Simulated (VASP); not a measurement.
# Zr (Fd-3m) in VASP: notebook

Zr is run at these levels: LDA; tasks: single point.

All numbers are computed with VASP 6.6.1; they aren't measurements. Logs are shortened: lines on timing, memory, paths and dates and some standing lists are left out, and cuts for length are marked.

### 1 The cell of the first run

It takes space group Fd-3m (No. 227, cubic). The conventional cell has a = 5.046 Å, b = 5.046 Å, c = 5.046 Å, α = 90.00°, β = 90.00°, γ = 90.00°. Within 2.9 Å of Zr (site symmetry -43m) lie 4 Zr at 2.18 Å.

### 2 Single point, LDA (volume scaled by 0.58)

Input file INCAR:

```
ALGO = Normal
EDIFF = 1E-7
ENCUT = 520
ISIF = 2
ISMEAR = -1
LASPH = True
LCHARG = True
LELF = True
LREAL = False
LVHAR = True
LWAVE = False
NBANDS = 19
NELM = 60
PREC = Accurate
SIGMA = 0.08
```

Input file KPOINTS:

```
k-points
0
Gamma
  12 12 12
```

Input file POSCAR:

```
Zr
1.0
    0.0000000000      2.5227812419      2.5227812419
    2.5227812419      0.0000000000      2.5227812419
    2.5227812419      2.5227812419      0.0000000000
Zr
2
Direct
   -0.1250000000     -0.1250000000     -0.1250000000
    0.1250000000      0.1250000000      0.1250000000
```

Potentials or basis: VASP PAW LDA potentials, release 64 (Zr_sv).

Started as:

```
cat potpaw_LDA.64/Zr_sv/POTCAR > POTCAR
mpirun -np 1 vasp_std > vasp.out
```

OUTCAR:

```text
EDIFF = 1E-7
   ENCUT = 520
   ISIF = 2
   ISMEAR = -1
   LASPH = True
   LREAL = False
   NELM = 60
   PREC = Accurate

 ion  position               nearest neighbor table
   1  0.875  0.875  0.875-   2 2.18   2 2.18   2 2.18   2 2.18
   2  0.125  0.125  0.125-   1 2.18   1 2.18   1 2.18   1 2.18

  LATTYP: Found a face centered cubic cell.
 ALAT       =     5.0455624838

  Lattice vectors:

 A1 = (   0.0000000000,   2.5227812419,   2.5227812419)
 A2 = (   2.5227812419,   0.0000000000,   2.5227812419)
 A3 = (   2.5227812419,   2.5227812419,   0.0000000000)

Analysis of symmetry for initial positions (statically):
=====================================================================
 Subroutine PRICEL returns:
 Original cell was already a primitive cell.

 Routine SETGRP: Setting up the symmetry group for a
 face centered cubic supercell.

 Subroutine GETGRP returns: Found 48 space group operations
 (whereof 12 operations were pure point group operations)
 out of a pool of 48 trial point group operations.

The static configuration has the point symmetry D_3d.
 The point group associated with its full space group is O_h .

Analysis of symmetry for dynamics (positions and initial velocities):
=====================================================================
 Subroutine PRICEL returns:
 Original cell was already a primitive cell.

 Routine SETGRP: Setting up the symmetry group for a
 face centered cubic supercell.

 Subroutine GETGRP returns: Found 48 space group operations
 (whereof 12 operations were pure point group operations)
 out of a pool of 48 trial point group operations.

The dynamic configuration has the point symmetry D_3d.
 The point group associated with its full space group is O_h .

 Subroutine INISYM returns: Found 48 space group operations
 (whereof 12 operations are pure point group operations),
 and found     1 'primitive' translations

----------------------------------------------------------------------------------------

                                     Primitive cell

  volume of cell :      32.1121

  direct lattice vectors                    reciprocal lattice vectors
     0.000000000  2.522781242  2.522781242    -0.198193958  0.198193958  0.198193958
     2.522781242  0.000000000  2.522781242     0.198193958 -0.198193958  0.198193958
     2.522781242  2.522781242  0.000000000     0.198193958  0.198193958 -0.198193958

  length of vectors
     3.567751447  3.567751447  3.567751447     0.343282005  0.343282005  0.343282005

  position of ions in fractional coordinates (direct lattice)
     0.875000000  0.875000000  0.875000000
     0.125000000  0.125000000  0.125000000

  ion indices of the primitive-cell ions
   primitive index   ion index
                 1           1
                 2           2

----------------------------------------------------------------------------------------

 KPOINTS: k-points

Automatic generation of k-mesh.
 Grid dimensions read from file:
 generate k-points for:   12   12   12

 Generating k-lattice:

  Cartesian coordinates                     Fractional coordinates (reciprocal lattice)
    -0.016516163  0.016516163  0.016516163     0.083333333  0.000000000  0.000000000
     0.016516163 -0.016516163  0.016516163     0.000000000  0.083333333  0.000000000
     0.016516163  0.016516163 -0.016516163     0.000000000  0.000000000  0.083333333

  Length of vectors
     0.028606834  0.028606834  0.028606834

  Shift w.r.t. Gamma in fractional coordinates (k-lattice)
     0.000000000  0.000000000  0.000000000

 Subroutine IBZKPT returns following result:
 ===========================================

 Found     72 irreducible k-points:

 Following reciprocal coordinates:
            Coordinates               Weight
  0.000000  0.000000  0.000000      1.000000
  0.083333  0.000000  0.000000      8.000000
  0.166667  0.000000  0.000000      8.000000
  0.250000  0.000000  0.000000      8.000000
  0.333333  0.000000  0.000000      8.000000
  0.416667  0.000000  0.000000      8.000000
[... 16 lines left out ...]
  0.500000  0.166667  0.000000     24.000000
 -0.416667  0.166667  0.000000     24.000000
 [... further k-points ...]
   k-points           NKPTS =     72   k-points in BZ     NKDIM =     72   number of bands    NBANDS=     19
   number of dos      NEDOS =    301   number of ions     NIONS =      2
   total plane-waves  NPLWV =  21952
   dimension x,y,z NGX =    28 NGY =   28 NGZ =   28
   dimension x,y,z NGXF=    56 NGYF=   56 NGZF=   56
   ions per type =               2
   NGX,Y,Z   is equivalent  to a cutoff of  13.05, 13.05, 13.05 a.u.
   NGXF,Y,Z  is equivalent  to a cutoff of  26.09, 26.09, 26.09 a.u.
 SYSTEM =  unknown system
   PREC   = accura    normal or accurate (medium, high low for compatibility)
   ISTART =      0    job   : 0-new  1-cont  2-samecut
   ICHARG =      2    charge: 1-file 2-atom 10-const
   ISPIN  =      1    spin polarized calculation?
   LNONCOLLINEAR =      F non collinear calculations
   LSORBIT =      F    spin-orbit coupling
   LASPH  =      T    aspherical Exc in radial PAW
   ENCUT  =  520.0 eV  38.22 Ry    6.18 a.u.   6.63  6.63  6.63*2*pi/ulx,y,z
   NELM   =     60;   NELMIN=  2; NELMDL= -5     # of ELM steps
   EDIFF  = 0.1E-06   stopping-criterion for ELM
   LREAL  =      F    real-space projection
   EDIFFG = 0.1E-05   stopping-criterion for IOM
   NSW    =      0    number of steps for IOM
   IBRION =     -1    ionic relax: 0-MD 1-quasi-New 2-CG
   NFREE  =      0    steps in history (QN), initial steepest desc. (CG)
   ISIF   =      2    stress and relaxation
   ISYM   =      2    0-nonsym 1-usesym 2-fastsym
   POTIM  = 0.5000    time-step for ionic-motion
   TEBEG  =    0.0;   TEEND  =   0.0 temperature during run
   PSTRESS=    0.0 pullay stress
   NELECT =      24.0000    total number of electrons
   NUPDOWN=      -1.0000    fix difference up-down
   EMIN   =  10.00;   EMAX   =-10.00  energy-range for DOS
   EFERMI =   0.00;   METHOD = LEGACY
   ISMEAR =    -1;   SIGMA  =   0.08  broadening in eV -4-tet -1-fermi 0-gaus
   EFERMI_NEDOS =   21; number of points for ismear=-14 and -15
   IALGO  =     38    algorithm
   IMIX   =      4    mixing-type and parameters
     AMIX     =   0.40;   BMIX     =  1.00
     AMIX_MAG =   1.60;   BMIX_MAG =  1.00
  volume/ion in A,a.u.               =      16.06       108.35
  Fermi-wavevector in a.u.,A,eV,Ry     =   1.485670  2.807509 30.030983  2.207215
  Thomas-Fermi vector in A             =   2.599053
   LORBIT       =      0    0 simple, 1 ext, 2 COOP (PROOUT), +10 PAW based schemes
   GGA     = CA    functional components
   LHFCALC =     F    Hartree Fock is set to
   AEXX    =    0.0000 exact exchange contribution
   IVDW    =     0    specifies the selected vdW correction
   LEPSILON=     F    determine dielectric tensor
   LRPA    =     F    only Hartree local field effects (RPA)
 non-spin polarized calculation
  energy-cutoff  :      520.00
  volume of cell :       32.11
 maximum number of plane-waves:       893
   NGX = 13   NGY = 13   NGZ = 13

 number of electron      24.0000000 magnetization

 Free energy of the ion-electron system (eV)
  ---------------------------------------------------
  ext. energy  EPLUGINS =         0.00000000
  ---------------------------------------------------
  free energy    TOTEN  =       -10.42670108 eV

  energy without entropy =      -10.36522257  energy(sigma->0) =      -10.39596183

 E-fermi :  13.4194     XC(G=0): -12.7543

 val. band max:       13.4191724384   @ k =  -0.2500   0.2500   0.0833
 cond. band min:      13.4209677752   @ k =  -0.0833   0.0833   0.0000
 fundamental gap:      0.0017953368
 Fermi energy:        13.4193904839

 k-point     1 :       0.0000    0.0000    0.0000
  band No.  band energies     occupation
      1     -36.9737      2.00000
      2     -32.9995      2.00000
      3     -15.5602      2.00000
      4     -15.5602      2.00000
      5     -15.5602      2.00000
      6     -11.8694      2.00000
[... 11 lines left out ...]
     18      23.6777      0.00000
     19      23.6777      0.00000

 k-point     2 :       0.0833    0.0000    0.0000
  band No.  band energies     occupation
      1     -36.9323      2.00000
      2     -33.0643      2.00000
      3     -15.6024      2.00000
      4     -15.6024      2.00000
      5     -15.5580      2.00000
      6     -11.8284      2.00000
[... 11 lines left out ...]
     18      23.5909      0.00000
     19      23.5909      0.00000

 k-point     3 :       0.1667    0.0000    0.0000
  band No.  band energies     occupation
      1     -36.8120      2.00000
      2     -33.2475      2.00000
      3     -15.7116      2.00000
      4     -15.7116      2.00000
      5     -15.5589      2.00000
      6     -11.7055      2.00000
[... 11 lines left out ...]
     18      23.3621      0.00000
     19      23.3621      0.00000

 k-point     4 :       0.2500    0.0000    0.0000
  band No.  band energies     occupation
      1     -36.6270      2.00000
      2     -33.5172      2.00000
      3     -15.8486      2.00000
      4     -15.8486      2.00000
      5     -15.5746      2.00000
      6     -11.5122      2.00000
[... 11 lines left out ...]
     18      23.0399      0.00000
     19      23.0399      0.00000

 k-point     5 :       0.3333    0.0000    0.0000
  band No.  band energies     occupation
      1     -36.4066      2.00000
      2     -33.8206      2.00000
      3     -15.9743      2.00000
      4     -15.9743      2.00000
      5     -15.6045      2.00000
      6     -11.2914      2.00000
[... 11 lines left out ...]
     18      22.6183      0.00000
     19      22.6183      0.00000
[... 334 lines left out ...]
      2     -33.8182      2.00000
      3     -16.2317      2.00000
      4     -16.1549      2.00000
      5     -14.9563      2.00000
      6     -12.1287      2.00000
[... 11 lines left out ...]
     18      20.5499      0.00000
     19      23.5049      0.00000

 k-point    22 :       0.4167    0.1667    0.0000
  band No.  band energies     occupation
      1     -36.1833      2.00000
      2     -34.1095      2.00000
      3     -16.4058      2.00000
      4     -16.2285      2.00000
      5     -14.8906      2.00000
      6     -12.0310      2.00000
[... 11 lines left out ...]
     18      20.4957      0.00000
     19      22.7285      0.00000

 k-point    23 :       0.5000    0.1667    0.0000
  band No.  band energies     occupation
      1     -36.0060      2.00000
      2     -34.3278      2.00000
      3     -16.5320      2.00000
      4     -16.2426      2.00000
      5     -14.8738      2.00000
      6     -11.9174      2.00000
[... 11 lines left out ...]
     18      21.3782      0.00000
     19      21.6700      0.00000

 k-point    24 :      -0.4167    0.1667    0.0000
  band No.  band energies     occupation
      1     -35.9799      2.00000
      2     -34.3591      2.00000
      3     -16.5811      2.00000
      4     -16.1949      2.00000
      5     -14.9039      2.00000
      6     -11.8332      2.00000
[... 11 lines left out ...]
     18      20.3275      0.00000
     19      21.7980      0.00000

 [... further k-points ...]
[... 5 lines left out ...]
  --------------------------------------------------------------------------------------
  -------------------------------------------------------------------------------------
  Total       16.8901656     16.8901656     16.8901656     -0.0000000     -0.0000000      0.0000000
  in kB      842.7052808    842.7052808    842.7052808     -0.0000000     -0.0000000      0.0000000
  external PRESSURE =     842.7052808 kB  Pullay stress =       0.0000000 kB

 VOLUME and BASIS-vectors are now :
 -----------------------------------------------------------------------------
  energy-cutoff  :      520.00
  volume of cell :       32.11
      direct lattice vectors                 reciprocal lattice vectors
     0.000000000  2.522781242  2.522781242    -0.198193958  0.198193958  0.198193958
     2.522781242  0.000000000  2.522781242     0.198193958 -0.198193958  0.198193958
     2.522781242  2.522781242  0.000000000     0.198193958  0.198193958 -0.198193958

 POSITION                                       TOTAL-FORCE (eV/Angst)
 -----------------------------------------------------------------------------------
      4.41487      4.41487      4.41487        -0.000000     -0.000000      0.000000
      0.63070      0.63070      0.63070         0.000000      0.000000     -0.000000
 -----------------------------------------------------------------------------------
    total drift:                                0.000000     -0.000000     -0.000000

  FREE ENERGIE OF THE ION-ELECTRON SYSTEM (eV)
  ---------------------------------------------------
  free  energy   TOTEN  =       -10.4267010840 eV

  energy  without entropy=      -10.3652225668  energy(sigma->0) =      -10.39596183
```

It took 76 s on 1 thread of Intel Xeon 8259CL, shared host; peak memory 0.16 GiB.

What came out:

```yaml
Free_energy: -10.4267 eV
Pressure: 84.3 GPa
Band_gap_on_the_k_mesh: zero (band 12 reaches 15.08 eV, above the bottom of band 13 at 12.10 eV)
```

### 3 Single point, LDA (volume scaled by 0.68)

Input file INCAR:

```
PREC     = Accurate       # precision mode
ENCUT    = 520            # plane-wave cutoff, eV
EDIFF    = 1E-6           # SCF threshold, eV
ISMEAR   = -1             # smearing method
SIGMA    = 0.08           # smearing width, eV
LREAL    = F              # projectors in reciprocal space
LASPH    = T              # aspherical terms in the spheres
NELM     = 100            # most SCF steps
ALGO     = Normal         # electronic algorithm
ISIF     = 2              # what is computed and relaxed
LWAVE    = F              # write WAVECAR
LCHARG   = F              # write CHGCAR
NBANDS   = 19             # bands
```

Input file KPOINTS:

```
Automatic mesh
0
Gamma
  12 12 12
```

Input file POSCAR:

```
Zr
1.0
    0.0000000000      2.6601526948      2.6601526948
    2.6601526948      0.0000000000      2.6601526948
    2.6601526948      2.6601526948      0.0000000000
Zr
2
Direct
   -0.1250000000     -0.1250000000     -0.1250000000
    0.1250000000      0.1250000000      0.1250000000
```

Potentials or basis: VASP PAW LDA potentials, release 64 (Zr_sv).

Started as:

```
cat potpaw_LDA.64/Zr_sv/POTCAR > POTCAR
mpirun -np 1 vasp_std > vasp.out
```

Run time: 71 s. Hardware: 1 thread of Intel Xeon 8259CL, shared host; peak memory 0.16 GiB.

The run converged. Its results:

- Free energy: -12.4427 eV
- Pressure: 38.1 GPa
- Band gap on the k mesh: zero (band 12 reaches 12.06 eV, above the bottom of band 13 at 10.13 eV)

Levels at points of the mesh, in eV from the Fermi level:
```csv
k point,band 10,band 11,band 12,band 13,band 14,band 15
"(0.00, 0.00, 0.00)",-2.50,-2.50,-0.02,-0.02,-0.02,3.58
"(0.50, 0.00, 0.00)",-2.16,-2.16,-1.35,-0.90,-0.90,2.57
"(0.50, 0.50, 0.00)",-3.94,-0.89,-0.89,1.60,1.60,2.83
```

### 4 Single point, LDA (volume scaled by 0.68)

Input file INCAR:

```
SYSTEM = Zr
  PREC = Accurate
  ENCUT = 520
  EDIFF = 1E-7
  ISMEAR = -1
  SIGMA = 0.08
  LREAL = .False.
  LASPH = .True.
  NELM = 100
  ALGO = Normal
  ISIF = 2
  LWAVE = .False.
  LCHARG = .False.
  NBANDS = 19
```

Input file KPOINTS:

```
Automatic mesh
0
Gamma
  12 12 12
  0 0 0
```

POSCAR is that of step 3.

Started as:

```
cat potpaw_LDA.64/Zr_sv/POTCAR > POTCAR
mpirun -np 1 vasp_std > vasp.out
```

It took 79 s on 1 thread of Intel Xeon 8259CL, shared host; peak memory 0.17 GiB.

The run converged. Its results:

- Free energy: -12.4427 eV
- Pressure: 38.2 GPa
- Band gap on the k mesh: zero (band 12 reaches 12.06 eV, above the bottom of band 13 at 10.13 eV)

Levels at points of the mesh, in eV from the Fermi level:
```csv
k point,band 10,band 11,band 12,band 13,band 14,band 15
"(0.00, 0.00, 0.00)",-2.50,-2.50,-0.02,-0.02,-0.02,3.58
"(0.50, 0.00, 0.00)",-2.16,-2.16,-1.35,-0.90,-0.90,2.57
"(0.50, 0.50, 0.00)",-3.94,-0.89,-0.89,1.60,1.60,2.83
```

### 5 Single point, LDA (volume scaled by 0.78)

Input file INCAR:

```
SYSTEM = Zr
PREC     = Accurate       ! precision mode
ENCUT    = 520            ! plane-wave cutoff, eV
EDIFF    = 1E-7           ! SCF threshold, eV
ISMEAR   = -1             ! smearing method
SIGMA    = 0.08           ! smearing width, eV
LREAL    = .False.        ! projectors in reciprocal space
LASPH    = .True.         ! aspherical terms in the spheres
NELM     = 60             ! most SCF steps
ALGO     = Normal         ! electronic algorithm
ISIF     = 2              ! what is computed and relaxed
LWAVE    = .False.        ! write WAVECAR
LCHARG   = .False.        ! write CHGCAR
NBANDS   = 19             ! bands
```

Input file KPOINTS:

```
regular mesh
0
Gamma
  12 12 12
  0 0 0
```

Input file POSCAR:

```
Zr
1.0
    0.0000000000      2.7846361886      2.7846361886
    2.7846361886      0.0000000000      2.7846361886
    2.7846361886      2.7846361886      0.0000000000
Zr
2
Direct
   -0.1250000000     -0.1250000000     -0.1250000000
    0.1250000000      0.1250000000      0.1250000000
```

Started as:

```
cat potpaw_LDA.64/Zr_sv/POTCAR > POTCAR
mpirun -np 1 vasp_std > vasp.out
```

It took 1.7 min on 1 thread of Intel Xeon 8259CL, shared host; peak memory 0.18 GiB.

It converged, with:

* Free energy: -13.3558 eV
* Pressure: 17.1 GPa
* Band gap on the k mesh: zero (band 12 reaches 9.75 eV, above the bottom of band 13 at 8.58 eV)

Levels at points of the mesh, in eV from the Fermi level:
```csv
k point,band 10,band 11,band 12,band 13,band 14,band 15
"(0.00, 0.00, 0.00)",-1.92,-1.92,-0.01,-0.01,-0.01,3.02
"(0.50, 0.00, 0.00)",-1.67,-1.67,-1.41,-0.62,-0.62,1.93
"(0.50, 0.50, 0.00)",-3.22,-0.58,-0.58,1.70,1.70,1.91
```

### 6 Single point, LDA (volume scaled by 0.78)

INCAR, as its differences from that of step 5:

```diff
@@ -8,3 +8,3 @@
 LASPH    = .True.         ! aspherical terms in the spheres
-NELM     = 60             ! most SCF steps
+NELM     = 80             ! most SCF steps
 ALGO     = Normal         ! electronic algorithm
@@ -13,2 +13,3 @@
 LCHARG   = .False.        ! write CHGCAR
+GGA      = CA             ! functional
 NBANDS   = 19             ! bands
```

KPOINTS is that of step 5.

POSCAR is that of step 5.

Potentials or basis: VASP PAW LDA potentials, release 64 (Zr_sv).

Started as:

```
cat potpaw_LDA.64/Zr_sv/POTCAR > POTCAR
mpirun -np 1 vasp_std > vasp.out
```

It took 98 s on 1 thread of Intel Xeon 8259CL, shared host; peak memory 0.18 GiB.

It converged, with:

```yaml
Free_energy: -13.3558 eV
Pressure: 17.1 GPa
Band_gap_on_the_k_mesh: zero (band 12 reaches 9.75 eV, above the bottom of band 13 at 8.58 eV)
```

Levels at points of the mesh, in eV from the Fermi level:
| k point | band 8 | band 9 | band 10 | band 11 | band 12 | band 13 | band 14 | band 15 | band 16 | band 17 |
| --- | --- | --- | --- | --- | --- | --- | --- | --- | --- | --- |
| (0.00, 0.00, 0.00) | -25.55 | -4.69 | -1.92 | -1.92 | -0.01 | -0.01 | -0.01 | 3.02 | 3.02 | 3.02 |
| (0.50, 0.00, 0.00) | -25.18 | -2.23 | -1.67 | -1.67 | -1.41 | -0.62 | -0.62 | 1.93 | 4.65 | 4.65 |
| (0.50, 0.50, 0.00) | -24.80 | -3.22 | -3.22 | -0.58 | -0.58 | 1.70 | 1.70 | 1.91 | 1.91 | 6.40 |

### 7 The runs side by side

| cell | gap on the mesh (eV) | pressure (GPa) |
| --- | --- | --- |
| a = 3.568 Å, angles 60.0°, 2 atoms | none | 84.3 |
| a = 3.762 Å, angles 60.0°, 2 atoms | none | 38.2 |
| a = 3.938 Å, angles 60.0°, 2 atoms | none | 17.1 |

Alike in all rows: task single point; level LDA; potentials or basis VASP PAW LDA potentials, release 64 (Zr_sv); no spin polarisation; k mesh 12 × 12 × 12; cutoff (eV) 520; smearing fermi-dirac 0.08 eV.

Total energies depend on the potentials used, so only differences within one code and one set of settings carry meaning.
